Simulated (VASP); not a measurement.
# ZnCu (P4mm) in VASP: further runs

The runs below take ZnCu through single point, with PBE.

Program: VASP 6.6.1. These are calculated values, not measurements. Logs are shortened: lines on timing, memory, paths and dates and some standing lists are left out, and cuts for length are marked.

## Step 1: The cell of the first run

Symmetry: P4mm, No. 99, tetragonal system. The conventional cell has a = 2.945 Å, b = 2.945 Å, c = 2.945 Å, α = 90.00°, β = 90.00°, γ = 90.00°. Zn (site symmetry 4mm) has 8 Cu at 2.30 to 2.86 Å and 6 Zn at 2.94 Å within 3.0 Å. Cu (site symmetry 4mm) has 8 Zn at 2.30 to 2.86 Å and 6 Cu at 2.94 Å within 3.0 Å.

## Step 2: Single point, PBE

Input file INCAR:

```
SYSTEM = ZnCu
PREC = Accurate
ENCUT = 520
EDIFF = 1E-7
ISMEAR = -1
SIGMA = 0.05
LREAL = .FALSE.
LASPH = .TRUE.
NELM = 60
ALGO = Normal
ISIF = 2
LWAVE = .FALSE.
LCHARG = .FALSE.
GGA = PE
NBANDS = 18
```

Input file KPOINTS:

```
regular mesh
0
G
  8 8 8
  0 0 0
```

Input file POSCAR:

```
ZnCu
1.0
    2.9450000000      0.0000000000      0.0000000000
    0.0000000000      2.9450000000      0.0000000000
    0.0000000000      0.0000000000      2.9450000000
Zn Cu
1 1
Direct
    0.5000000000      0.5000000000      0.5000000000
    0.8333334465      0.0000000000      0.0000000000
```

Potentials or basis: VASP PAW PBE potentials, release 64 (Zn, Cu).

On the command line:

```
$ cat potpaw_PBE.64/Zn/POTCAR potpaw_PBE.64/Cu/POTCAR > POTCAR
$ mpirun -np 1 vasp_std > vasp.out
```

OUTCAR:

```text
SYSTEM = ZnCu
   PREC = Accurate
   ENCUT = 520
   EDIFF = 1E-7
   ISMEAR = -1
   LREAL = .FALSE.
   LASPH = .TRUE.
   NELM = 60
   ISIF = 2
   GGA = PE

 ion  position               nearest neighbor table
   1  0.500  0.500  0.500-   2 2.30   2 2.30   2 2.30   2 2.30   2 2.86   2 2.86   2 2.86   2 2.86

   2  0.833  0.000  0.000-   1 2.30   1 2.30   1 2.30   1 2.30   1 2.86   1 2.86   1 2.86   1 2.86

  LATTYP: Found a simple cubic cell.
 ALAT       =     2.9450000000

  Lattice vectors:

 A1 = (   2.9450000000,   0.0000000000,   0.0000000000)
 A2 = (   0.0000000000,   2.9450000000,   0.0000000000)
 A3 = (   0.0000000000,   0.0000000000,   2.9450000000)

Analysis of symmetry for initial positions (statically):
=====================================================================
 Subroutine PRICEL returns:
 Original cell was already a primitive cell.

 Routine SETGRP: Setting up the symmetry group for a
 simple cubic supercell.

 Subroutine GETGRP returns: Found  8 space group operations
 (whereof  8 operations were pure point group operations)
 out of a pool of 48 trial point group operations.

The static configuration has the point symmetry C_4v.

Analysis of symmetry for dynamics (positions and initial velocities):
=====================================================================
 Subroutine PRICEL returns:
 Original cell was already a primitive cell.

 Routine SETGRP: Setting up the symmetry group for a
 simple cubic supercell.

 Subroutine GETGRP returns: Found  8 space group operations
 (whereof  8 operations were pure point group operations)
 out of a pool of 48 trial point group operations.

The dynamic configuration has the point symmetry C_4v.

 Subroutine INISYM returns: Found  8 space group operations
 (whereof  8 operations are pure point group operations),
 and found     1 'primitive' translations

----------------------------------------------------------------------------------------

                                     Primitive cell

  volume of cell :      25.5421

  direct lattice vectors                    reciprocal lattice vectors
     2.945000000  0.000000000  0.000000000     0.339558574  0.000000000  0.000000000
     0.000000000  2.945000000  0.000000000     0.000000000  0.339558574  0.000000000
     0.000000000  0.000000000  2.945000000     0.000000000  0.000000000  0.339558574

  length of vectors
     2.945000000  2.945000000  2.945000000     0.339558574  0.339558574  0.339558574

  position of ions in fractional coordinates (direct lattice)
     0.500000000  0.500000000  0.500000000
     0.833333446  0.000000000  0.000000000

  ion indices of the primitive-cell ions
   primitive index   ion index
                 1           1
                 2           2

----------------------------------------------------------------------------------------

 KPOINTS: regular mesh

Automatic generation of k-mesh.
 Grid dimensions read from file:
 generate k-points for:    8    8    8

 Generating k-lattice:

  Cartesian coordinates                     Fractional coordinates (reciprocal lattice)
     0.042444822  0.000000000  0.000000000     0.125000000  0.000000000  0.000000000
     0.000000000  0.042444822  0.000000000     0.000000000  0.125000000  0.000000000
     0.000000000  0.000000000  0.042444822     0.000000000  0.000000000  0.125000000

  Length of vectors
     0.042444822  0.042444822  0.042444822

  Shift w.r.t. Gamma in fractional coordinates (k-lattice)
     0.000000000  0.000000000  0.000000000

 Subroutine IBZKPT returns following result:
 ===========================================

 Found     75 irreducible k-points:

 Following reciprocal coordinates:
            Coordinates               Weight
  0.000000  0.000000  0.000000      1.000000
  0.125000  0.000000  0.000000      2.000000
  0.000000  0.125000  0.000000      4.000000
  0.250000  0.000000  0.000000      2.000000
  0.000000  0.250000  0.000000      4.000000
  0.375000  0.000000  0.000000      2.000000
[... 16 lines left out ...]
  0.375000  0.250000  0.000000      8.000000
  0.000000  0.375000  0.250000      8.000000
 [... further k-points ...]
   k-points           NKPTS =     75   k-points in BZ     NKDIM =     75   number of bands    NBANDS=     18
   number of dos      NEDOS =    301   number of ions     NIONS =      2
   total plane-waves  NPLWV =  13824
   dimension x,y,z NGX =    24 NGY =   24 NGZ =   24
   dimension x,y,z NGXF=    48 NGYF=   48 NGZF=   48
   ions per type =               1   1
   NGX,Y,Z   is equivalent  to a cutoff of  13.55, 13.55, 13.55 a.u.
   NGXF,Y,Z  is equivalent  to a cutoff of  27.10, 27.10, 27.10 a.u.
 SYSTEM =  ZnCu
   PREC   = accura    normal or accurate (medium, high low for compatibility)
   ISTART =      0    job   : 0-new  1-cont  2-samecut
   ICHARG =      2    charge: 1-file 2-atom 10-const
   ISPIN  =      1    spin polarized calculation?
   LNONCOLLINEAR =      F non collinear calculations
   LSORBIT =      F    spin-orbit coupling
   LASPH  =      T    aspherical Exc in radial PAW
   ENCUT  =  520.0 eV  38.22 Ry    6.18 a.u.   5.48  5.48  5.48*2*pi/ulx,y,z
   NELM   =     60;   NELMIN=  2; NELMDL= -5     # of ELM steps
   EDIFF  = 0.1E-06   stopping-criterion for ELM
   LREAL  =      F    real-space projection
   EDIFFG = 0.1E-05   stopping-criterion for IOM
   NSW    =      0    number of steps for IOM
   IBRION =     -1    ionic relax: 0-MD 1-quasi-New 2-CG
   NFREE  =      0    steps in history (QN), initial steepest desc. (CG)
   ISIF   =      2    stress and relaxation
   ISYM   =      2    0-nonsym 1-usesym 2-fastsym
   POTIM  = 0.5000    time-step for ionic-motion
   TEBEG  =    0.0;   TEEND  =   0.0 temperature during run
   PSTRESS=    0.0 pullay stress
   NELECT =      23.0000    total number of electrons
   NUPDOWN=      -1.0000    fix difference up-down
   EMIN   =  10.00;   EMAX   =-10.00  energy-range for DOS
   EFERMI =   0.00;   METHOD = LEGACY
   ISMEAR =    -1;   SIGMA  =   0.05  broadening in eV -4-tet -1-fermi 0-gaus
   EFERMI_NEDOS =   21; number of points for ismear=-14 and -15
   IALGO  =     38    algorithm
   IMIX   =      4    mixing-type and parameters
     AMIX     =   0.40;   BMIX     =  1.00
     AMIX_MAG =   1.60;   BMIX_MAG =  1.00
  volume/ion in A,a.u.               =      12.77        86.18
  Fermi-wavevector in a.u.,A,eV,Ry     =   1.580880  2.987429 34.003415  2.499180
  Thomas-Fermi vector in A             =   2.681040
   LORBIT       =      0    0 simple, 1 ext, 2 COOP (PROOUT), +10 PAW based schemes
   GGA     = PE    functional components
   LHFCALC =     F    Hartree Fock is set to
   AEXX    =    0.0000 exact exchange contribution
   IVDW    =     0    specifies the selected vdW correction
   LEPSILON=     F    determine dielectric tensor
   LRPA    =     F    only Hartree local field effects (RPA)
 non-spin polarized calculation
  energy-cutoff  :      520.00
  volume of cell :       25.54
 maximum number of plane-waves:       703
 NGX is ok and might be reduce to    24
   NGX = 11   NGY = 11   NGZ = 11

 number of electron      23.0000000 magnetization

 Free energy of the ion-electron system (eV)
  ---------------------------------------------------
  ext. energy  EPLUGINS =         0.00000000
  ---------------------------------------------------
  free energy    TOTEN  =        -4.45186932 eV

  energy without entropy =       -4.44825495  energy(sigma->0) =       -4.45006214

 E-fermi :   5.4125     XC(G=0): -12.3400

 val. band max:        5.3624425254   @ k =   0.1250   0.3750   0.3750
 cond. band min:       5.5110009781   @ k =   0.3750   0.3750   0.1250
 fundamental gap:      0.1485584527
 Fermi energy:         5.4124606587

 k-point     1 :       0.0000    0.0000    0.0000
  band No.  band energies     occupation
      1      -4.8170      2.00000
      2      -2.5440      2.00000
      3      -2.3293      2.00000
      4      -1.8696      2.00000
      5      -1.6672      2.00000
      6      -1.6672      2.00000
[... 10 lines left out ...]
     17      17.4986      0.00000
     18      29.2677      0.00000

 k-point     2 :       0.1250    0.0000    0.0000
  band No.  band energies     occupation
      1      -4.5500      2.00000
      2      -2.5166      2.00000
      3      -2.2705      2.00000
      4      -1.8598      2.00000
      5      -1.6953      2.00000
      6      -1.6953      2.00000
[... 10 lines left out ...]
     17      18.9287      0.00000
     18      26.8620      0.00000

 k-point     3 :       0.0000    0.1250    0.0000
  band No.  band energies     occupation
      1      -4.5329      2.00000
      2      -2.4854      2.00000
      3      -2.3098      2.00000
      4      -1.8927      2.00000
      5      -1.7082      2.00000
      6      -1.6711      2.00000
[... 10 lines left out ...]
     17      19.8223      0.00000
     18      26.7906      0.00000

 k-point     4 :       0.2500    0.0000    0.0000
  band No.  band energies     occupation
      1      -3.8052      2.00000
      2      -2.4492      2.00000
      3      -2.0810      2.00000
      4      -1.8359      2.00000
      5      -1.7628      2.00000
      6      -1.7628      2.00000
[... 375 lines left out ...]
      4      -1.9243      2.00000
      5      -1.7553      2.00000
      6      -1.7440      2.00000
[... 10 lines left out ...]
     17      24.1605      0.00000
     18      24.3741      0.00000

 k-point    23 :       0.3750    0.2500    0.0000
  band No.  band energies     occupation
      1      -2.5406      2.00000
      2      -2.3279      2.00000
      3      -1.9844      2.00000
      4      -1.9299      2.00000
      5      -1.8506      2.00000
      6      -0.7908      2.00000
[... 10 lines left out ...]
     17      21.5675      0.00000
     18      22.3768      0.00000

 k-point    24 :       0.0000    0.3750    0.2500
  band No.  band energies     occupation
      1      -2.4615      2.00000
      2      -2.1910      2.00000
      3      -1.9632      2.00000
      4      -1.9087      2.00000
      5      -1.7674      2.00000
      6      -0.9321      2.00000
[... 10 lines left out ...]
     17      22.5628      0.00000
     18      22.6584      0.00000

 [... further k-points ...]

------------------------ aborting loop because EDIFF is reached ----------------------------------------

  FORCE on cell =-STRESS in cart. coord.  units (eV):
  Direction    XX          YY          ZZ          XY          YZ          ZX
  --------------------------------------------------------------------------------------
  -------------------------------------------------------------------------------------
  Total        0.9019902      3.3287026      3.3287026     -0.0000000      0.0000000     -0.0000000
  in kB       56.5791602    208.7996061    208.7996061     -0.0000000      0.0000000     -0.0000000
  external PRESSURE =     158.0594575 kB  Pullay stress =       0.0000000 kB

 VOLUME and BASIS-vectors are now :
 -----------------------------------------------------------------------------
  energy-cutoff  :      520.00
  volume of cell :       25.54
      direct lattice vectors                 reciprocal lattice vectors
     2.945000000  0.000000000  0.000000000     0.339558574  0.000000000  0.000000000
     0.000000000  2.945000000  0.000000000     0.000000000  0.339558574  0.000000000
     0.000000000  0.000000000  2.945000000     0.000000000  0.000000000  0.339558574

 POSITION                                       TOTAL-FORCE (eV/Angst)
 -----------------------------------------------------------------------------------
      1.47250      1.47250      1.47250        -2.220342      0.000000      0.000000
      2.45417      0.00000      0.00000         2.220342     -0.000000     -0.000000
 -----------------------------------------------------------------------------------
    total drift:                               -0.000069      0.000000      0.000000

  FREE ENERGIE OF THE ION-ELECTRON SYSTEM (eV)
  ---------------------------------------------------
  free  energy   TOTEN  =        -4.4518693162 eV

  energy  without entropy=       -4.4482549546  energy(sigma->0) =       -4.45006214
```

Wall time 44 s (1 thread of Intel Xeon 8259CL, shared host); peak memory 0.16 GiB.

What came out:

```
Free energy            : -4.4519 eV
Pressure               : 15.8 GPa
Largest force          : 2.220 eV/Å
Band gap on the k mesh : zero (an odd number of electrons rules out a gap without spin polarisation)
```

Forces on the atoms (eV/Å):
```
Zn  -2.220  0.000  0.000
Cu   2.220  0.000  0.000
```

Stress tensor (GPa, compression positive):
```
 5.66  0.00  0.00
 0.00 20.88  0.00
 0.00  0.00 20.88
```

Caveat: the stress differs along the axes, from 6 to 21 GPa; forces of over 1 eV/Å act on the atoms, so gaps and moduli don't describe the material at rest.

## Step 3: Single point, PBE

INCAR, as its differences from that of step 2:

```diff
@@ -3,3 +3,3 @@
 ENCUT = 520
-EDIFF = 1E-7
+EDIFF = 1E-6
 ISMEAR = -1
@@ -8,3 +8,3 @@
 LASPH = .TRUE.
-NELM = 60
+NELM = 80
 ALGO = Normal
```

KPOINTS is that of step 2.

POSCAR, as its differences from that of step 2:

```diff
@@ -9,2 +9,2 @@
     0.5000000000      0.5000000000      0.5000000000
-    0.8333334465      0.0000000000      0.0000000000
+    0.3333334465      0.0000000000      0.0000000000
```

Potentials or basis: VASP PAW PBE potentials, release 64 (Zn, Cu).

On the command line:

```
$ cat potpaw_PBE.64/Zn/POTCAR potpaw_PBE.64/Cu/POTCAR > POTCAR
$ mpirun -np 1 vasp_std > vasp.out
```

It took 47 s on 1 thread of Intel Xeon 8259CL, shared host; peak memory 0.16 GiB.

It converged, with:

| Property | Result |
| --- | --- |
| Free energy | -3.1163 eV |
| Pressure | 43.8 GPa |
| Largest force | 2.740 eV/Å |
| Band gap on the k mesh | zero (an odd number of electrons rules out a gap without spin polarisation) |

Forces in eV/Å, atoms in the order of the input:
```
Zn   2.740  0.000  0.000
Cu  -2.740  0.000  0.000
```

Stress tensor (GPa, compression positive):
```
 3.32  0.00  0.00
 0.00 64.00  0.00
 0.00  0.00 64.00
```

Levels at points of the mesh, in eV from the Fermi level:
| k point | band 10 | band 11 | band 12 | band 13 | band 14 | band 15 |
| --- | --- | --- | --- | --- | --- | --- |
| (0.00, 0.00, 0.00) | -3.01 | -2.57 | 6.28 | 6.28 | 7.68 | 10.47 |
| (0.50, 0.00, 0.00) | -3.30 | -2.58 | -1.92 | 9.36 | 9.36 | 12.57 |
| (0.00, 0.50, 0.00) | -3.12 | -2.82 | -2.41 | 10.76 | 11.71 | 12.16 |
| (0.50, 0.50, 0.00) | -2.75 | -1.99 | -0.56 | 1.86 | 1.93 | 14.87 |
| (0.00, 0.50, 0.50) | -2.91 | -1.72 | -1.72 | 2.25 | 2.53 | 14.66 |
| (0.50, 0.50, 0.50) | -2.57 | 1.32 | 1.32 | 3.44 | 4.59 | 5.91 |

Caveat: the stress differs along the axes, from 3 to 64 GPa; forces of over 1 eV/Å act on the atoms, so gaps and moduli don't describe the material at rest.

The gap in the log of VASP goes by the Fermi energy; the results here count the filled bands.